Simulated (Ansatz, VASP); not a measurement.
## Two plane-wave programs on BaTiO3

```
Ba Ti O
1.0
     4.03364    0.00000    0.00000
     0.00000    4.03364    0.00000
     0.00000    0.00000    4.03364
Ba Ti O
1 1 3
Direct
  0.50000 0.50000 0.50000
  0.00000 0.00000 0.00000
  0.50000 0.00000 0.00000
  0.00000 0.50000 0.00000
  0.00000 0.00000 0.50000
```

Alike in both runs: task single point; functional r2SCAN; k mesh 6 × 6 × 6; no spin polarisation.

|  | VASP | Ansatz |
| --- | --- | --- |
| version | VASP 6.6.1 | Ansatz 0.2.0 |
| potentials or method | VASP PAW PBE potentials, release 64 (Ba_sv, Ti_sv, O_h) | plane waves, PAW |
| plane-wave cutoff (eV) | 910 | 500 |
| occupations | gaussian, width 0.01 eV | fixed |
| valence electrons in the cell | 40 | 40 |

|  | VASP | Ansatz | Ansatz less VASP |
| --- | --- | --- | --- |
| gap on the k mesh at the Fermi level (eV) | 2.09 | 2.10 | +0.011 |

VASP's potentials were made for PBE, not for r2SCAN.

Neither program's run includes spin-orbit coupling. Noted on VASP's run: the cutoff is short for stress, so the pressure is rough.
